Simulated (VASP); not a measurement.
The system is GaN.

```
Ga N
1.0
     3.18000    0.00000    0.00000
    -1.59000    2.75396    0.00000
     0.00000    0.00000    5.16600
Ga N
2 2
Direct
  0.33333 0.66667 0.00000
  0.66667 0.33333 0.50000
  0.33333 0.66667 0.37500
  0.66667 0.33333 0.87500
```

Base run:

```yaml
Program: VASP 6.6.1
Functional: revPBE
Potentials_or_basis: VASP PAW PBE potentials, release 64 (Ga_d, N)
Cutoff: 520 eV
k_mesh: 12 × 12 × 4
Occupations: gaussian, width 0.01 eV
Spin: no spin polarisation
```

Its results: band gap on the k mesh 2.02 eV, direct; pressure 10.2 GPa; largest force 0.137 eV/Å.

Task: After a change of settings the same cell gave: band gap on the k mesh 2.03 eV, direct; pressure 11.2 GPa; largest force 0.138 eV/Å. Which change was it?
A. functional from revPBE to PBEsol; further incar settings from ALGO = Normal; EDIFF = 1e-06; NBANDS = 26 to ALGO = Normal; EDIFF = 1e-07; NBANDS = 26
B. functional from revPBE to PBE
C. functional from revPBE to RPBE

Result: C.

Caveats: the PAW data sets were made with another functional, which shifts forces and pressure a little.
